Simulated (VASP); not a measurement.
Runs of VASP 6.6.1 on RbBr. The structure is that of space group Pm-3m (No. 221), or close to it. The cells are those of the table. 

```tsv
task	level	spin	cell	k mesh	cutoff (eV)	gap on the mesh (eV)	pressure (GPa)	moment (μB)	relaxed volume (Å³/atom)
relaxation of cell and atoms	PBE+D4	off	relaxed from a = 4.126 Å, 2 atoms	7 × 7 × 7	600	4.07	0.0	-	35.52
relaxation of cell and atoms	PBE	non-collinear, zero start, SOC	relaxed from a = 4.126 Å, 2 atoms	5 × 5 × 5	600	-	0.0	0.00	37.04
single point	PBE	non-collinear, zero start, SOC	a = 4.126 Å, 2 atoms	5 × 5 × 5	520	-	0.8	0.00	-
single point	PBE	off	a = 4.126 Å, 2 atoms	5 × 5 × 5	520	4.12	0.8	-	-
single point	revPBE	off	a = 4.327 Å, 2 atoms	7 × 7 × 7	520	(a)	0.0	-	-
relaxation of cell and atoms	BLYP	off	relaxed from a = 4.126 Å, 2 atoms	7 × 7 × 7	600	3.75	0.0	-	(b)
single point	PBEsol	off	a = 4.070 Å, 2 atoms	7 × 7 × 7	520	4.07	0.1	-	-
single point	PBE	off	a = 4.193 Å, 2 atoms	7 × 7 × 7	520	3.95	0.1	-	-
```

Alike in all rows: potentials or basis VASP PAW PBE potentials, release 64 (Rb_sv, Br); smearing fermi-dirac 0.05 eV.

Task: Estimate the missing entries.

Result: (a) 3.93; (b) 39.76.

Caveats: an odd mesh through Γ misses points on the zone boundary, where band edges can lie (at least some runs); the PAW data sets were made with another functional, which shifts forces and pressure a little (at least some runs).

A k mesh can miss the band edges, and rows without SOC leave out spin-orbit coupling on Br, Rb.
